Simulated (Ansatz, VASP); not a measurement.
One calculation of BN, two programs

INCAR

```
PREC = Accurate
ENCUT = 600
EDIFF = 1E-6
ISMEAR = 0
SIGMA = 0.01
LREAL = F
LASPH = T
NELM = 120
ALGO = Normal
ISIF = 2
LWAVE = F
LCHARG = F
GGA = PS
NBANDS = 11
GGA_COMPAT = F
```

KPOINTS

```
regular mesh
0
Gamma
  5 5 5
```

Contents of POSCAR:

```
BN
1.0
    0.0000000000      1.8048245542      1.8048245542
    1.8048245542      0.0000000000      1.8048245542
    1.8048245542      1.8048245542      0.0000000000
B N
1 1
Direct
    0.0000000000      0.0000000000      0.0000000000
    0.2500000000      0.2500000000      0.2500000000
```

Input for Ansatz:

```yaml
crystal:
  lattice:
    - [0.0, 1.8048245542, 1.8048245542]
    - [1.8048245542, 0.0, 1.8048245542]
    - [1.8048245542, 1.8048245542, 0.0]
  atoms:
    - { symbol: B, position: [0.0, 0.0, 0.0] }
    - { symbol: "N", position: [0.25, 0.25, 0.25] }
kpoints:
  mp_grid: { grid: [5, 5, 5] }
hamiltonian:
  xc: pbesol
scf:
  occupations: { method: fixed }
  n_extra_bands: 4
output:
  forces: true
  stress: true
  eigenvalues: true
```

Alike in both runs: task single point; functional PBEsol; k mesh 5 × 5 × 5; no spin polarisation.

```csv
,VASP,Ansatz
version,VASP 6.6.1,Ansatz 0.2.0
potentials or method,"VASP PAW PBE potentials, release 64 (B, N)",plane waves
plane-wave cutoff (eV),600,420
occupations,"gaussian, width 0.01 eV",fixed
valence electrons in the cell,8,8
```

Ansatz gave:

- gap on the k mesh at the Fermi level (eV): 4.78
- pressure (GPa): -1.1

Task: What did VASP give for the same quantities?

Result: gap on the k mesh at the Fermi level (eV): 4.77; pressure (GPa): -0.8.

VASP's potentials were made for PBE, not for PBEsol.

The k mesh is coarse, so the values compare programs but aren't converged.
